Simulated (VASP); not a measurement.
Write the native input for VASP 6.6.1 that does the following.

```
Task                   : single point
Functional             : PBE
Potentials or basis    : VASP PAW PBE potentials, release 64 (Li_sv, Re, S)
Cutoff                 : 520 eV
k mesh                 : 6 × 6 × 6
Occupations            : gaussian, width 0.1 eV
Spin                   : no spin polarisation
Dipole correction      : no
Further INCAR settings : ALGO = Normal; EDIFF = 1e-07; NBANDS = 19
```

The structure of LiReS2 lies in POSCAR:

```
LiReS2
1.0
    1.8072772736      1.0434320204      5.7025211391
   -1.8072772736      1.0434320204      5.7025211391
    0.0000000000     -2.0868640408      5.7025211390
Li Re S
1 1 2
Direct
    0.0000000000      0.0000000000      0.0000000000
    0.5000000000      0.5000000000      0.5000000000
    0.2388301406      0.2388301406      0.2388301406
    0.7611698594      0.7611698594      0.7611698594
```

One way to write it, as run:

INCAR

```
PREC = Accurate
ENCUT = 520
EDIFF = 1E-7
ISMEAR = 0
SIGMA = 0.1
LREAL = F
LASPH = T
NELM = 80
ALGO = Normal
ISIF = 2
LWAVE = F
LCHARG = F
GGA = PE
NBANDS = 19
```

KPOINTS

```
Automatic mesh
0
Gamma
  6 6 6
```

Potentials or basis: VASP PAW PBE potentials, release 64 (Li_sv, Re, S).

The run is started by

```bash
$ cat potpaw_PBE.64/Li_sv/POTCAR potpaw_PBE.64/Re/POTCAR potpaw_PBE.64/S/POTCAR > POTCAR
$ mpirun -np 1 vasp_std > vasp.out
```

Results of the run:

The largest force is 0.070 eV/Å. The band gap on the k mesh is zero (bands 11 and 12 overlap by 0.44 eV).

Caveat: spin-orbit coupling is left out, which moves the levels of the heavy elements.

Wall time 90 s on 1 thread of Intel(R) Xeon(R) 6975P-C (Granite Rapids), on a shared host, peak memory 0.34 GiB.
